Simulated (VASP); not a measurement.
# Cs: single point with LDA

Cs:

```
CELL_PARAMETERS angstrom
4.92402 0.00000 0.00000
-2.46201 4.26432 0.00000
0.00000 0.00000 8.06033
ATOMIC_POSITIONS crystal
Cs 0.33333 0.66667 0.25000
Cs 0.66667 0.33333 0.75000
```

This isn't the form of Cs at room conditions, which is bcc.

| Quantity | Value |
| --- | --- |
| Program | VASP 6.6.1 |
| Task | single point |
| Functional | LDA |
| Potentials or basis | VASP PAW LDA potentials, release 64 (Cs_sv) |
| Cutoff | 520 eV |
| k mesh | 8 × 8 × 5 |
| Occupations | fermi-dirac, width 0.1 eV |
| Spin | no spin polarisation |

```yaml
Pressure: 0.4 GPa
Band_gap_on_the_k_mesh: zero (bands 9 and 10 overlap by 1.37 eV)
```

Levels at points of the mesh, in eV from the Fermi level:
| k point | band 5 | band 6 | band 7 | band 8 | band 9 | band 10 | band 11 | band 12 | band 13 | band 14 |
| --- | --- | --- | --- | --- | --- | --- | --- | --- | --- | --- |
| (0.00, 0.00, 0.00) | -10.37 | -10.32 | -10.32 | -10.32 | -1.98 | -0.19 | 1.25 | 2.50 | 2.50 | 2.50 |
| (0.50, 0.00, 0.00) | -10.53 | -10.45 | -10.40 | -10.37 | -0.04 | 0.36 | 0.60 | 1.06 | 1.91 | 2.37 |

Run time: 62 s on 1 thread of Intel Xeon 8259CL, on a shared host, peak memory 0.26 GiB.

Caveat: spin-orbit coupling is left out, which moves the levels of the heavy elements.
